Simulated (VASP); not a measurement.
# As (P6_3/mmc) in VASP: a series of runs

The runs below take As through single point, with PBEsol.

All numbers are computed with VASP 6.6.1; they aren't measurements. Logs are shortened: lines on timing, memory, paths and dates and some standing lists are left out, and cuts for length are marked.

### Step 1. The cell of the first run

Symmetry: P6_3/mmc, No. 194, hexagonal system. Conventional cell: a = 3.029 Å, b = 3.029 Å, c = 4.628 Å, α = 90.00°, β = 90.00°, γ = 120.00°. Within 3.8 Å of As (site symmetry -6m2) lie 12 As at 2.90 to 3.03 Å.

### Step 2. Single point, PBEsol

The input, INCAR:

```
PREC = Accurate
ENCUT = 520
EDIFF = 1E-6
ISMEAR = -1
SIGMA = 0.1
LREAL = F
LASPH = T
NELM = 80
ALGO = Normal
ISIF = 2
LWAVE = F
LCHARG = T
GGA = PS
LELF = T
LVHAR = T
NBANDS = 12
```

The input, KPOINTS:

```
regular mesh
0
Gamma
  12 12 7
```

The input, POSCAR:

```
As
1.0
    3.0285394831      0.0000000000      0.0000000000
   -1.5142697415      2.6227921287      0.0000000000
    0.0000000000      0.0000000000      4.6282416499
As
2
Direct
    0.3333333333      0.6666666667      0.2500000000
    0.6666666667      0.3333333333      0.7500000000
```

Potentials or basis: VASP PAW PBE potentials, release 64 (As).

On the command line:

```
$ cat potpaw_PBE.64/As/POTCAR > POTCAR
$ mpirun -np 1 vasp_std > vasp.out
```

OUTCAR:

```text
PREC = Accurate
   ENCUT = 520
   EDIFF = 1E-6
   ISMEAR = -1
   LREAL = F
   LASPH = T
   NELM = 80
   ISIF = 2
   GGA = PS

 ion  position               nearest neighbor table
   1  0.333  0.667  0.250-   2 2.90   2 2.90   2 2.90   2 2.90   2 2.90   2 2.90
   2  0.667  0.333  0.750-   1 2.90   1 2.90   1 2.90   1 2.90   1 2.90   1 2.90

  LATTYP: Found a hexagonal cell.
 ALAT       =     3.0285394831
 C/A-ratio  =     1.5282091172

  Lattice vectors:

 A1 = (   3.0285394831,   0.0000000000,   0.0000000000)
 A2 = (  -1.5142697415,   2.6227921287,   0.0000000000)
 A3 = (   0.0000000000,   0.0000000000,   4.6282416499)

Analysis of symmetry for initial positions (statically):
=====================================================================
 Subroutine PRICEL returns:
 Original cell was already a primitive cell.

 Routine SETGRP: Setting up the symmetry group for a
 hexagonal supercell.

 Subroutine GETGRP returns: Found 24 space group operations
 (whereof 12 operations were pure point group operations)
 out of a pool of 24 trial point group operations.

The static configuration has the point symmetry D_3d.
 The point group associated with its full space group is D_6h.

Analysis of symmetry for dynamics (positions and initial velocities):
=====================================================================
 Subroutine PRICEL returns:
 Original cell was already a primitive cell.

 Routine SETGRP: Setting up the symmetry group for a
 hexagonal supercell.

 Subroutine GETGRP returns: Found 24 space group operations
 (whereof 12 operations were pure point group operations)
 out of a pool of 24 trial point group operations.

The dynamic configuration has the point symmetry D_3d.
 The point group associated with its full space group is D_6h.

 Subroutine INISYM returns: Found 24 space group operations
 (whereof 12 operations are pure point group operations),
 and found     1 'primitive' translations

----------------------------------------------------------------------------------------

                                     Primitive cell

  volume of cell :      36.7632

  direct lattice vectors                    reciprocal lattice vectors
     3.028539483  0.000000000  0.000000000     0.330192162  0.190636534  0.000000000
    -1.514269741  2.622792129  0.000000000     0.000000000  0.381273067  0.000000000
     0.000000000  0.000000000  4.628241650     0.000000000  0.000000000  0.216064777

  length of vectors
     3.028539483  3.028539483  4.628241650     0.381273067  0.381273067  0.216064777

  position of ions in fractional coordinates (direct lattice)
     0.333333333  0.666666667  0.250000000
     0.666666667  0.333333333  0.750000000

  ion indices of the primitive-cell ions
   primitive index   ion index
                 1           1
                 2           2

----------------------------------------------------------------------------------------

 KPOINTS: regular mesh

Automatic generation of k-mesh.
 Grid dimensions read from file:
 generate k-points for:   12   12    7

 Generating k-lattice:

  Cartesian coordinates                     Fractional coordinates (reciprocal lattice)
     0.027516014  0.015886378  0.000000000     0.083333333 -0.000000000  0.000000000
     0.000000000  0.031772756  0.000000000     0.000000000  0.083333333  0.000000000
     0.000000000  0.000000000  0.030866397     0.000000000  0.000000000  0.142857143

  Length of vectors
     0.031772756  0.031772756  0.030866397

  Shift w.r.t. Gamma in fractional coordinates (k-lattice)
     0.000000000  0.000000000  0.000000000

 Subroutine IBZKPT returns following result:
 ===========================================

 Found     76 irreducible k-points:

 Following reciprocal coordinates:
            Coordinates               Weight
  0.000000  0.000000  0.000000      1.000000
  0.083333  0.000000  0.000000      6.000000
  0.166667  0.000000  0.000000      6.000000
  0.250000  0.000000  0.000000      6.000000
  0.333333  0.000000  0.000000      6.000000
  0.416667  0.000000  0.000000      6.000000
[... 16 lines left out ...]
  0.250000  0.000000  0.142857     12.000000
  0.333333  0.000000  0.142857     12.000000
 [... further k-points ...]
   k-points           NKPTS =     76   k-points in BZ     NKDIM =     76   number of bands    NBANDS=     12
   number of dos      NEDOS =    301   number of ions     NIONS =      2
   total plane-waves  NPLWV =  20736
   dimension x,y,z NGX =    24 NGY =   24 NGZ =   36
   dimension x,y,z NGXF=    48 NGYF=   48 NGZF=   72
   ions per type =               2
   NGX,Y,Z   is equivalent  to a cutoff of  13.17, 13.17, 12.93 a.u.
   NGXF,Y,Z  is equivalent  to a cutoff of  26.35, 26.35, 25.86 a.u.
 SYSTEM =  unknown system
   PREC   = accura    normal or accurate (medium, high low for compatibility)
   ISTART =      0    job   : 0-new  1-cont  2-samecut
   ICHARG =      2    charge: 1-file 2-atom 10-const
   ISPIN  =      1    spin polarized calculation?
   LNONCOLLINEAR =      F non collinear calculations
   LSORBIT =      F    spin-orbit coupling
   LASPH  =      T    aspherical Exc in radial PAW
   ENCUT  =  520.0 eV  38.22 Ry    6.18 a.u.   5.63  5.63  8.61*2*pi/ulx,y,z
   NELM   =     80;   NELMIN=  2; NELMDL= -5     # of ELM steps
   EDIFF  = 0.1E-05   stopping-criterion for ELM
   LREAL  =      F    real-space projection
   EDIFFG = 0.1E-04   stopping-criterion for IOM
   NSW    =      0    number of steps for IOM
   IBRION =     -1    ionic relax: 0-MD 1-quasi-New 2-CG
   NFREE  =      0    steps in history (QN), initial steepest desc. (CG)
   ISIF   =      2    stress and relaxation
   ISYM   =      2    0-nonsym 1-usesym 2-fastsym
   POTIM  = 0.5000    time-step for ionic-motion
   TEBEG  =    0.0;   TEEND  =   0.0 temperature during run
   PSTRESS=    0.0 pullay stress
   NELECT =      10.0000    total number of electrons
   NUPDOWN=      -1.0000    fix difference up-down
   EMIN   =  10.00;   EMAX   =-10.00  energy-range for DOS
   EFERMI =   0.00;   METHOD = LEGACY
   ISMEAR =    -1;   SIGMA  =   0.10  broadening in eV -4-tet -1-fermi 0-gaus
   EFERMI_NEDOS =   21; number of points for ismear=-14 and -15
   IALGO  =     38    algorithm
   IMIX   =      4    mixing-type and parameters
     AMIX     =   0.40;   BMIX     =  1.00
     AMIX_MAG =   1.60;   BMIX_MAG =  1.00
  volume/ion in A,a.u.               =      18.38       124.05
  Fermi-wavevector in a.u.,A,eV,Ry     =   1.060727  2.004484 15.308495  1.125143
  Thomas-Fermi vector in A             =   2.196119
   LORBIT       =      0    0 simple, 1 ext, 2 COOP (PROOUT), +10 PAW based schemes
   GGA     = PS    functional components
   LHFCALC =     F    Hartree Fock is set to
   AEXX    =    0.0000 exact exchange contribution
   IVDW    =     0    specifies the selected vdW correction
   LEPSILON=     F    determine dielectric tensor
   LRPA    =     F    only Hartree local field effects (RPA)
 non-spin polarized calculation
  energy-cutoff  :      520.00
  volume of cell :       36.76
 maximum number of plane-waves:      1007
 NGX is ok and might be reduce to    24
   NGX = 11   NGY = 11   NGZ = 17

 number of electron      10.0000000 magnetization

 number of electron       9.9999999 magnetization

 Free energy of the ion-electron system (eV)
  ---------------------------------------------------
  ext. energy  EPLUGINS =         0.00000000
  ---------------------------------------------------
  free energy    TOTEN  =        -9.36525917 eV

  energy without entropy =       -9.33223348  energy(sigma->0) =       -9.34874632

 E-fermi :   6.7959     XC(G=0): -11.0206

 val. band max:        6.7561375100   @ k =   0.5000   0.0000   0.0000
 cond. band min:       6.8556571782   @ k =   0.4167   0.0833   0.0000
 fundamental gap:      0.0995196683
 Fermi energy:         6.7959071757

 k-point     1 :       0.0000    0.0000    0.0000
  band No.  band energies     occupation
      1      -8.6704      2.00000
      2      -3.2446      2.00000
      3      -0.0392      2.00000
      4      10.1505      0.00000
      5      10.1505      0.00000
      6      12.2026      0.00000
      7      12.2026      0.00000
      8      13.8164      0.00000
      9      15.3594      0.00000
     10      18.2310      0.00000
     11      18.8191      0.00000
     12      18.8191      0.00000

 k-point     2 :       0.0833    0.0000    0.0000
  band No.  band energies     occupation
      1      -8.5283      2.00000
      2      -3.1272      2.00000
      3       0.1064      2.00000
      4       8.8547      0.00000
      5       9.6773      0.00000
      6      11.5780      0.00000
      7      12.3576      0.00000
      8      13.5095      0.00000
      9      16.0889      0.00000
     10      17.4372      0.00000
     11      18.9775      0.00000
     12      20.0260      0.00000

 k-point     3 :       0.1667    0.0000    0.0000
  band No.  band energies     occupation
      1      -8.1042      2.00000
      2      -2.7896      2.00000
      3       0.5403      2.00000
      4       6.5173      1.88382
      5       8.7937      0.00000
      6      10.0686      0.00000
      7      12.3259      0.00000
      8      12.5455      0.00000
      9      14.9960      0.00000
     10      18.7046      0.00000
     11      18.8055      0.00000
     12      19.8718      0.00000
[... 286 lines left out ...]
 k-point    23 :       0.2500    0.0000    0.1429
  band No.  band energies     occupation
      1      -7.2707      2.00000
      2      -2.9701      2.00000
      3       2.0394      2.00000
      4       4.4703      2.00000
      5       7.6908      0.00026
      6       8.0812      0.00001
      7      11.1490      0.00000
      8      11.6123      0.00000
      9      13.8158      0.00000
     10      16.7677      0.00000
     11      18.5156      0.00000
     12      19.4422      0.00000

 k-point    24 :       0.3333    0.0000    0.1429
  band No.  band energies     occupation
      1      -6.3243      2.00000
      2      -2.3725      2.00000
      3       1.7738      2.00000
      4       3.6830      2.00000
      5       5.7002      1.99997
      6       7.4330      0.00341
      7       9.7830      0.00000
      8      11.1527      0.00000
      9      12.7620      0.00000
     10      15.8437      0.00000
     11      18.4801      0.00000
     12      18.9412      0.00000

 [... further k-points ...]

------------------------ aborting loop because EDIFF is reached ----------------------------------------

  FORCE on cell =-STRESS in cart. coord.  units (eV):
  Direction    XX          YY          ZZ          XY          YZ          ZX
  --------------------------------------------------------------------------------------
  -------------------------------------------------------------------------------------
  Total        0.0445851      0.0445851      0.0573817      0.0000000      0.0000000      0.0000000
  in kB        1.9430646      1.9430646      2.5007532      0.0000000      0.0000000      0.0000000
  external PRESSURE =       2.1289608 kB  Pullay stress =       0.0000000 kB

 VOLUME and BASIS-vectors are now :
 -----------------------------------------------------------------------------
  energy-cutoff  :      520.00
  volume of cell :       36.76
      direct lattice vectors                 reciprocal lattice vectors
     3.028539483  0.000000000  0.000000000     0.330192162  0.190636534  0.000000000
    -1.514269741  2.622792129  0.000000000     0.000000000  0.381273067  0.000000000
     0.000000000  0.000000000  4.628241650     0.000000000  0.000000000  0.216064777

 POSITION                                       TOTAL-FORCE (eV/Angst)
 -----------------------------------------------------------------------------------
     -0.00000      1.74853      1.15706         0.000000     -0.000000      0.000000
      1.51427      0.87426      3.47118        -0.000000      0.000000      0.000000
 -----------------------------------------------------------------------------------
    total drift:                               -0.000000      0.000000      0.000000

  FREE ENERGIE OF THE ION-ELECTRON SYSTEM (eV)
  ---------------------------------------------------
  free  energy   TOTEN  =        -9.3652591677 eV

  energy  without entropy=       -9.3322334786  energy(sigma->0) =       -9.34874632
```

Wall time 30 s (1 thread of Intel Xeon 8259CL, shared host); peak memory 0.17 GiB.

Results:

* Free energy: -9.3653 eV
* Pressure: 0.2 GPa
* Band gap on the k mesh: zero (band 5 reaches 10.96 eV, above the bottom of band 6 at 3.42 eV)

Levels at points of the mesh, in eV from the Fermi level:
```csv
k point,band 2,band 3,band 4,band 5,band 6,band 7,band 8,band 9
"(0.00, 0.00, 0.00)",-10.04,-6.84,3.35,3.35,5.41,5.41,7.02,8.56
"(0.50, 0.00, 0.00)",-9.67,-4.73,-2.97,-2.76,-0.24,-0.04,4.35,4.90
```

Caveat: the PAW data sets were made with another functional, which shifts forces and pressure a little.

[end of part 1 of 2]
